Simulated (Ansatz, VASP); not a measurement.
Two plane-wave programs on GaBAs4

```xyz
6
Lattice="0.0000 3.8983 3.8983 3.8983 0.0000 3.8983 3.8983 3.8983 0.0000" Properties=species:S:1:pos:R:3 pbc="T T T"
Ga    0.0000    0.0000    0.0000
B     1.9492    1.9492    1.9492
As    4.8463    2.9504    2.9504
As    4.8463    4.8463    4.8463
As    2.9504    4.8463    2.9504
As    2.9504    2.9504    4.8463
```

Alike in both runs: task relaxation of cell and atoms; functional PBE; k mesh 8 × 8 × 8; occupations gaussian, width 0.1 eV; no spin polarisation.

```csv
,VASP,Ansatz
version,VASP 6.6.1,Ansatz 0.2.0
potentials or method,"VASP PAW PBE potentials, release 64 (Ga_d, B, As), cutoff 600 eV","scalar-relativistic, plane waves, PAW"
valence electrons in the cell,36,76
```

|  | VASP | Ansatz | Ansatz less VASP |
| --- | --- | --- | --- |
| gap on the k mesh at the Fermi level, each at its own relaxed structure (eV) | none | none | - |
| relaxed volume (Å³/atom) | 20.14 | 20.13 | -0.011 |
| relaxed length of the cell vector where the two differ most in proportion (Å) | 5.550 | 5.549 | -0.0010 |

A gap of «none» marks a metal or a gap that the smearing closes. VASP's potentials hold 36 valence electrons a cell and Ansatz's 76, so a difference there can come from the potentials and not from the codes.
